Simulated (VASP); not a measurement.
Here is a VASP 6.6.1 calculation.

Contents of INCAR:

```
SYSTEM = CuO
PREC = Accurate
ENCUT = 520
EDIFF = 1E-6
ISMEAR = -1
SIGMA = 0.05
LREAL = .False.
LASPH = .True.
NELM = 80
ALGO = Normal
ISIF = 2
LWAVE = .False.
LCHARG = .True.
GGA = PS
LELF = .True.
LVHAR = .True.
NBANDS = 34
```

KPOINTS

```
regular mesh
0
Gamma
  7 7 7
  0 0 0
```

POSCAR

```
CuO
1.0
    4.1069998943      0.0000000000      0.0000000000
    0.0000000000      4.1069998943      0.0000000000
    0.0000000000      0.0000000000      3.8402416612
Cu O
3 3
Direct
    0.5000000000      0.0000000000      0.5000000000
    0.0000000000      0.5000000000      0.5000000000
    0.0000000000      0.0000000000      0.0000000000
    0.0000000000      0.0000000000      0.5000000000
    0.5000000000      0.0000000000      0.0000000000
    0.0000000000      0.5000000000      0.0000000000
```

Potentials or basis: VASP PAW PBE potentials, release 64 (Cu, O).

Command:

```console
$ cat potpaw_PBE.64/Cu/POTCAR potpaw_PBE.64/O/POTCAR > POTCAR
$ mpirun -np 1 vasp_std > vasp.out
```

Problem. Estimate the pressure.

Solution. 0.8 GPa.

Problem. What does it give for the band gap on the k mesh?

Solution. Zero (an odd number of electrons rules out a gap without spin polarisation).

Stress tensor (GPa, compression positive):
```
0.54 0.00 0.00
0.00 0.54 0.00
0.00 0.00 1.41
```

Caveat: the PAW data sets were made with another functional, which shifts forces and pressure a little; an odd number of electrons without spin polarisation forces a metal; a magnetic or distorted state may lie lower; semilocal functionals often make such compounds metallic where correlation or magnetic order opens a gap, which also shifts bond lengths. With open d or f shells a metallic result of PBEsol can be an artefact of self-interaction; +U or a hybrid may open a gap.
